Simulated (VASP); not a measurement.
A run of VASP 6.6.1 is set up as follows.

Contents of POSCAR:

```
Mg16O16F
1.0
   -4.2543812300      4.2543812300      4.2543812300
    4.2543812300     -4.2543812300      4.2543812300
    4.2543812300      4.2543812300     -4.2543812300
Mg O F
16 16 1
Direct
   -0.0196472700     -0.0194992000      0.0022049300
    0.0061337400      0.2432088200      0.7500884400
   -0.0024987300      0.4976503100      0.4958116400
    0.0129024000      0.7595238100      0.2731831800
    0.2431938800      0.0061794700      0.7501189800
    0.2640197900      0.2641777700      0.4951345500
    0.2365572800      0.4874643000      0.2247793800
    0.2505582000      0.7507083200      0.0019409700
    0.4974059900     -0.0024335000      0.4958117000
    0.4872220500      0.2370149500      0.2249946500
    0.5209388300      0.5210870500      0.0022092400
    0.4747301100      0.7709684600      0.7464444700
    0.7592023100      0.0133826100      0.2733421300
    0.7504781100      0.2506388100      0.0019410700
    0.7712306800      0.4744852100      0.7464635700
    0.7301988100      0.7303568100      0.4951374700
    0.0108480900      0.0109155500      0.5225014000
   -0.0054881200      0.2546022300      0.2491174100
    0.0016982600      0.4953630700     -0.0021900100
    0.0001014600      0.7424407400      0.7488409600
    0.2543295200     -0.0052579200      0.2491092900
    0.2392824800      0.2393724600     -0.0206162200
    0.2479960100      0.5057194700      0.7488388500
    0.2457744300      0.7532224300      0.4997444800
    0.4952265000      0.0019596000     -0.0020662400
    0.5056572300      0.2480173900      0.7488392600
    0.4524085800      0.4527859200      0.4059800500
    0.4937590600      0.7538522700      0.2491317100
    0.7423774600      0.0001222100      0.7488408400
    0.7530931500      0.2460514600      0.4998931100
    0.7536139500      0.4940237500      0.2491230600
    0.7999684900      0.8002886500      0.1010477500
    0.6273063500      0.6269195600      0.7548325900
```

The input INCAR.step1:

```
PREC = Accurate ; ENCUT = 520
EDIFF = 1E-5 ; ISMEAR = -1
SIGMA = 0.01 ; LREAL = Auto
LASPH = T ; NELM = 120
ALGO = Normal ; ISIF = 2
LWAVE = T ; LCHARG = F
GGA = PE ; NELECT = 136.0
NBANDS = 90 ; GGA_COMPAT = F
ISYM = -1
```

The input INCAR.step2:

```
PREC = Accurate ; ENCUT = 520
EDIFF = 1E-6 ; ISMEAR = -1
SIGMA = 0.01 ; LREAL = Auto
LASPH = T ; NELM = 120
ALGO = Normal ; ISIF = 2
LWAVE = F ; LCHARG = F
GGA = PE ; LHFCALC = T
HFSCREEN = 0.2079 ; PRECFOCK = Fast
ISTART = 1 ; NELECT = 136.0
NBANDS = 90 ; GGA_COMPAT = F
ISYM = -1
```

Contents of KPOINTS:

```
explicit points
1
Reciprocal
  0.25000000   0.25000000   0.25000000 1
```

Potentials or basis: VASP PAW PBE potentials, release 64 (Mg, O, F).

Run with:

```bash
$ cat potpaw_PBE.64/Mg/POTCAR potpaw_PBE.64/O/POTCAR potpaw_PBE.64/F/POTCAR > POTCAR
$ cp INCAR.step1 INCAR
$ mpirun -np 1 vasp_std > vasp.out
$ cp INCAR.step2 INCAR
$ mpirun -np 1 vasp_std > vasp.out
```

Task: Predict the largest force.

Result: 0.125 eV/Å.

Forces in eV/Å, atoms in the order of the input:
```
Mg   0.016  0.018 -0.050
Mg  -0.060  0.056  0.000
Mg  -0.008 -0.012  0.006
Mg   0.094 -0.038  0.000
Mg   0.052 -0.059  0.000
Mg  -0.011 -0.009  0.060
Mg  -0.062  0.080  0.000
Mg   0.011  0.007  0.004
Mg  -0.008 -0.012 -0.004
Mg   0.054 -0.067 -0.001
Mg   0.017  0.019  0.049
Mg  -0.023  0.069 -0.001
Mg  -0.080  0.096  0.000
Mg   0.011  0.008 -0.002
Mg   0.090 -0.037 -0.001
Mg  -0.010 -0.009 -0.061
O    0.021  0.012 -0.001
O    0.021 -0.025 -0.008
O   -0.051 -0.013  0.001
O   -0.026  0.033 -0.026
O   -0.027  0.024 -0.005
O   -0.025 -0.032 -0.001
O    0.032 -0.027  0.032
O    0.030  0.038 -0.001
O   -0.034 -0.047 -0.001
O   -0.027  0.032  0.027
O   -0.023 -0.040 -0.001
O    0.022 -0.027  0.010
O    0.032 -0.026 -0.031
O    0.012  0.032  0.000
O   -0.028  0.022  0.006
O    0.014 -0.023 -0.001
F   -0.025 -0.045  0.001
```

Caveat: the cell carries a net charge on a neutralising background, which shifts energy and pressure; the PAW data sets were made with another functional, which shifts forces and pressure a little.
